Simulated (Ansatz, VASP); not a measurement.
# SnTe: VASP beside Ansatz

File INCAR:

```
  PREC = Accurate
  ENCUT = 520
  EDIFF = 1E-6
  ISMEAR = -1
  SIGMA = 0.08
  LREAL = False
  LASPH = True
  NELM = 100
  ALGO = Normal
  ISIF = 2
  LWAVE = False
  LCHARG = False
  GGA = CA
  NBANDS = 17
```

KPOINTS

```
Automatic mesh
0
Gamma
  11 11 11
```

POSCAR

```
SnTe
1.0
    0.0631300000      3.1880650000      3.1880650000
    3.1880650000      0.0631300000      3.1880650000
    3.1880650000      3.1880650000      0.0631300000
Sn Te
1 1
Direct
    0.0000000000      0.0000000000      0.0000000000
    0.5000000000      0.5000000000      0.5000000000
```

Input for Ansatz:

```yaml
crystal:
  lattice:
    - [0.06313, 3.188065, 3.188065]
    - [3.188065, 0.06313, 3.188065]
    - [3.188065, 3.188065, 0.06313]
  atoms:
    - { symbol: Sn, position: [0.0, 0.0, 0.0] }
    - { symbol: Te, position: [0.5, 0.5, 0.5] }
kpoints:
  mp_grid: { grid: [11, 11, 11] }
  band_path:
    path:
      - [0.0, 0.0, 0.0]
      - [0.5, 0.5, 0.5]
      - [0.2451701269, 0.5, 0.7548298731]
      - [-0.2451701269, 0.2451701269, 0.5]
      - [0.0, 0.0, 0.5]
      - [0.0, 0.0, 0.0]
      - [-0.3725850634, 0.0, 0.3725850634]
      - [0.0, 0.3725850634, 0.6274149366]
      - [0.0, 0.5, 0.5]
    npoints: 5
scf:
  occupations: { method: fermi_dirac, width: 0.08 }
hamiltonian:
  xc: lda
  pseudopotentials: { kind: all_electron, lapw: { basis_error: 0.00025 } }
output:
  forces: true
  stress: true
  eigenvalues: true
```

Change from the starting cell: equal xy, yz and zx shear strains of +2 %.

Alike in both runs: task single point; functional LDA; k mesh 11 × 11 × 11; occupations fermi-dirac, width 0.08 eV; no spin polarisation.

|  | VASP | Ansatz |
| --- | --- | --- |
| version | VASP 6.6.1 | Ansatz 0.2.0 |
| potentials or method | VASP PAW LDA potentials, release 64 (Sn_d, Te), cutoff 520 eV | all-electron LAPW, scalar-relativistic |

```tsv
	VASP	Ansatz	Ansatz less VASP
pressure (GPa)	-1.7	-1.7	-0.01
traceless stress, the component that is largest in VASP (GPa)	-0.34	-0.35	-0.002
```

LDA's correlation is that of Perdew and Zunger in VASP and of Perdew and Wang (1992) in Ansatz. Ansatz ran all-electron here, and VASP with PAW potentials.

Neither program's run includes spin-orbit coupling.
